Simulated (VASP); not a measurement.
A run of VASP 6.6.1 is set up as follows.

File INCAR:

```
  PREC = Accurate
  ENCUT = 520
  EDIFF = 1E-6
  ISMEAR = 0
  SIGMA = 0.02
  LREAL = False
  LASPH = True
  NELM = 80
  ALGO = Normal
  ISIF = 2
  LWAVE = False
  LCHARG = False
  GGA = PS
  NBANDS = 55
```

Contents of KPOINTS:

```
regular mesh
0
Gamma
  6 6 6
```

POSCAR

```
Ga2O3
1.0
    2.5001693902      1.4434734705      4.4828774105
   -2.5001693902      1.4434734705      4.4828774105
    0.0000000000     -2.8869469409      4.4828774105
Ga O
4 6
Direct
    0.3557027802      0.3557027802      0.3557027802
    0.1442972198      0.1442972198      0.1442972198
    0.6442972198      0.6442972198      0.6442972198
    0.8557027802      0.8557027802      0.8557027802
    0.5527841072      0.9472158928      0.2500000000
    0.2500000000      0.5527841072      0.9472158928
    0.9472158928      0.2500000000      0.5527841072
    0.4472158928      0.0527841072      0.7500000000
    0.7500000000      0.4472158928      0.0527841072
    0.0527841072      0.7500000000      0.4472158928
```

Potentials or basis: VASP PAW PBE potentials, release 64 (Ga_d, O).

The run is started by

```sh
$ cat potpaw_PBE.64/Ga_d/POTCAR potpaw_PBE.64/O/POTCAR > POTCAR
$ mpirun -np 1 vasp_std > vasp.out
```

Q: What does it give for the band gap on the k mesh?

A: 2.70 eV, indirect (least direct gap 2.96 eV).

Q: Predict the pressure.

A: 0.7 GPa.

Forces on the atoms (eV/Å):
```
Ga   0.000  0.000  0.030
Ga   0.000  0.000 -0.030
Ga   0.000  0.000 -0.030
Ga   0.000  0.000  0.030
O    0.012  0.000  0.000
O   -0.006  0.010  0.000
O   -0.006 -0.010  0.000
O   -0.012  0.000  0.000
O    0.006 -0.010  0.000
O    0.006  0.010  0.000
```

Caveat: the PAW data sets were made with another functional, which shifts forces and pressure a little. As with any semilocal functional, this PBEsol gap is likely too small.
